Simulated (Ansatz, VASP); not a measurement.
## Sb: VASP beside Ansatz

INCAR

```
SYSTEM = Sb
PREC = Accurate
ENCUT = 500
EDIFF = 1E-6
ISMEAR = 0
SIGMA = 0.1
LREAL = .False.
LASPH = .True.
NELM = 120
ALGO = Normal
ISIF = 2
LWAVE = .False.
LCHARG = .False.
GGA = PE
NBANDS = 8
GGA_COMPAT = .False.
```

File KPOINTS:

```
Automatic mesh
0
Gamma
  8 8 8
  0 0 0
```

Contents of POSCAR:

```
Sb
1.0
   -1.5765401831      1.5765401831      2.7119384313
    1.5765401831     -1.5765401831      2.7119384313
    1.5765401831      1.5765401831     -2.7119384313
Sb
1
Direct
    0.0000000000      0.0000000000      0.0000000000
```

Input for Ansatz:

```yaml
crystal:
  lattice:
    - [-1.5765401831, 1.5765401831, 2.7119384313]
    - [1.5765401831, -1.5765401831, 2.7119384313]
    - [1.5765401831, 1.5765401831, -2.7119384313]
  atoms:
    - { symbol: Sb, position: [0.0, 0.0, 0.0] }
basis:
  ecutwfc: 420
kpoints:
  mp_grid: { grid: [8, 8, 8] }
hamiltonian:
  xc: pbe
scf:
  occupations: { method: gaussian, width: 0.1 }
output:
  forces: true
  stress: true
  eigenvalues: true
```

Alike in both runs: task single point; functional PBE; k mesh 8 × 8 × 8; occupations gaussian, width 0.1 eV; no spin polarisation.

|  | VASP | Ansatz |
| --- | --- | --- |
| version | VASP 6.6.1 | Ansatz 0.2.0 |
| potentials or method | VASP PAW PBE potentials, release 64 (Sb), cutoff 500 eV | scalar-relativistic, plane waves, PAW |
| valence electrons in the cell | 5 | 15 |

VASP gave:

| Item | Value |
| --- | --- |
| gap on the k mesh at the Fermi level (eV) | none |
| pressure (GPa) | 1.6 |
| traceless stress, the component that is largest in VASP (GPa) | 0.69 |

Task: Estimate Ansatz's values.

Result: gap on the k mesh at the Fermi level (eV): none; pressure (GPa): 1.7; traceless stress, the component that is largest in VASP (GPa): 0.71.

A gap of «none» marks a metal or a gap that the smearing closes. With one functional, cell and mesh, what is left measures potentials, basis and numerics. VASP's potentials hold 5 valence electrons a cell and Ansatz's 15, so a difference there can come from the potentials and not from the codes.

Neither program's run includes spin-orbit coupling.
